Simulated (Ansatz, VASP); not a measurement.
## Two plane-wave programs on GaSb

```xyz
2
Lattice="0.0000 3.0590 3.0590 3.0590 0.0000 3.0590 3.0590 3.0590 0.0000" Properties=species:S:1:pos:R:3 pbc="T T T"
Ga    0.0000    0.0000    0.0000
Sb    4.5885    4.5885    4.5885
```

Alike in both runs: task relaxation of cell and atoms; functional PBEsol; k mesh 14 × 14 × 14; occupations fermi-dirac, width 0.1 eV; no spin polarisation.

|  | VASP | Ansatz |
| --- | --- | --- |
| version | VASP 6.6.1 | Ansatz 0.2.0 |
| potentials or method | VASP PAW PBE potentials, release 64 (Ga_d, Sb) | PAW with Ansatz's default frozen-core files, scalar-relativistic |
| plane-wave cutoff (eV) | 600 | 420 |
| valence electrons in the cell | 18 | 28 |

Ansatz gave:

- relaxed volume (Å³/atom): 28.54
- relaxed cell length with the largest relative difference (Å): 4.322

Question: What did VASP give for the same quantities?

Answer: Relaxed volume (Å³/atom): 28.57; relaxed cell length with the largest relative difference (Å): 4.323.

VASP's potentials were made for PBE, not for PBEsol. VASP's potentials hold 18 valence electrons a cell and Ansatz's 28, so a difference there can come from the potentials and not from the codes.

Spin-orbit coupling is off throughout.
